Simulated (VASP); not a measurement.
Set up this calculation in VASP 6.6.1, as the native input.

| Property | Result |
| --- | --- |
| Task | relaxation of cell and atoms |
| Functional | r2SCAN |
| Potentials or basis | VASP PAW PBE potentials, release 64 (Ni_sv_GW, O) |
| Cutoff | 770 eV |
| k mesh | 12 × 12 × 12 |
| Occupations | gaussian, width 0.02 eV |
| Spin | collinear spin, ferromagnetic start |
| Starting moments | [1.84, 0.31] μB |
| Dipole correction | no |
| Further INCAR settings | ALGO = Normal; EDIFF = 1e-07; IBRION = 2; EDIFFG = -0.01; NSW = 100; ISIF = 3 |

NiO:

```
Ni O
1.0
     0.00000    2.09317    2.09317
     2.09317    0.00000    2.09317
     2.09317    2.09317    0.00000
Ni O
1 1
Direct
  0.00000 0.00000 0.00000
  0.50000 0.50000 0.50000
```

One way to write it, as run:

POSCAR

```
NiO
1.0
    0.0000000000      2.0931687937      2.0931687937
    2.0931687937      0.0000000000      2.0931687937
    2.0931687937      2.0931687937      0.0000000000
Ni O
1 1
Direct
    0.0000000000      0.0000000000      0.0000000000
    0.5000000000      0.5000000000      0.5000000000
```

INCAR.step1

```
  ALGO = Normal
  EDIFF = 1E-5
  EDIFFG = -0.005
  ENCUT = 770
  GGA = PE
  GGA_COMPAT = F
  IBRION = 2
  ISIF = 3
  ISMEAR = 0
  ISPIN = 2
  LASPH = T
  LCHARG = F
  LMAXMIX = 4
  LREAL = F
  LWAVE = T
  MAGMOM = 1.84 0.31
  NELM = 200
  NELMIN = 4
  NSW = 100
  PREC = Accurate
  SIGMA = 0.02
```

INCAR.step2

```
  ALGO = Normal
  EDIFF = 1E-7
  EDIFFG = -0.01
  ENCUT = 770
  GGA_COMPAT = F
  IBRION = 2
  ISIF = 3
  ISMEAR = 0
  ISPIN = 2
  ISTART = 1
  LASPH = T
  LCHARG = F
  LMAXMIX = 4
  LMIXTAU = T
  LORBIT = 11
  LREAL = F
  LWAVE = F
  MAGMOM = 1.84 0.31
  METAGGA = R2SCAN
  NELM = 200
  NELMIN = 4
  NSW = 100
  PREC = Accurate
  SIGMA = 0.02
```

KPOINTS

```
k-points
0
Gamma
  12 12 12
```

Potentials or basis: VASP PAW PBE potentials, release 64 (Ni_sv_GW, O).

Launch:

```bash
$ cat potpaw_PBE.64/Ni_sv_GW/POTCAR potpaw_PBE.64/O/POTCAR > POTCAR
$ cp INCAR.step1 INCAR
$ mpirun -np 1 vasp_std > vasp.out
$ cp INCAR.step2 INCAR
$ mpirun -np 1 vasp_std > vasp.out
```

Results of the run:

* Pressure after relaxing: 0.0 GPa
* Band gap on the k mesh: 0.84 eV (least direct gap 1.86 eV)
* Net moment: 2.00 μB per cell
* Site moments: Ni +1.70; O +0.27 μB
* Valence electrons inside the program's atomic spheres: Ni 16.10; O 5.05

Caveat: the relaxation stopped at its first step, so nothing moved; the PAW data sets were made with another functional, which shifts forces and pressure a little; a cell with one magnetic atom can't hold antiferromagnetic order, which such compounds often take.

Run time: 5.1 min on 1 thread of AMD EPYC 9R45 96-Core Processor (Zen 5), on a shared host, peak memory 0.23 GiB.
